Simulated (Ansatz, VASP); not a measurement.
**One calculation of TiSi2, two programs**

```
Ti Si
1.0
    -1.47287    1.71213    4.21208
     1.47287   -1.71213    4.21208
     1.47287    1.71213   -4.21208
Ti Si
1 2
Direct
  0.00000 0.00000 0.00000
  0.67008 0.67008 0.00000
  0.32992 0.32992 0.00000
```

Alike in both runs: task relaxation of cell and atoms; functional PBEsol; k mesh 12 × 12 × 12; occupations fermi-dirac, width 0.05 eV; no spin polarisation; Hubbard terms Ti d U = 2.0 eV.

```csv
,VASP,Ansatz
version,VASP 6.6.1,Ansatz 0.2.0
potentials or method,"VASP PAW PBE potentials, release 64 (Ti_sv, Si)",Ansatz PAW
plane-wave cutoff (eV),600,420
valence electrons in the cell,20,20
```

```tsv
	VASP	Ansatz	Ansatz less VASP
gap on the k mesh at the Fermi level, each at its own relaxed structure (eV)	none	none	-
relaxed volume (Å³/atom)	14.05	13.95	-0.098
relaxed length of the cell vector where the two differ most in proportion (Å)	4.755	4.749	-0.0065
```

VASP's potentials were made for PBE, not for PBEsol. The programs project onto different local orbitals, so the same U acts differently, and such runs can settle in different states. A gap of «none» marks a metal or a gap that the smearing closes.

Noted on Ansatz's run: the plane-wave basis is chosen anew once the cell has moved, so the energies of steps on either side of that aren't comparable.
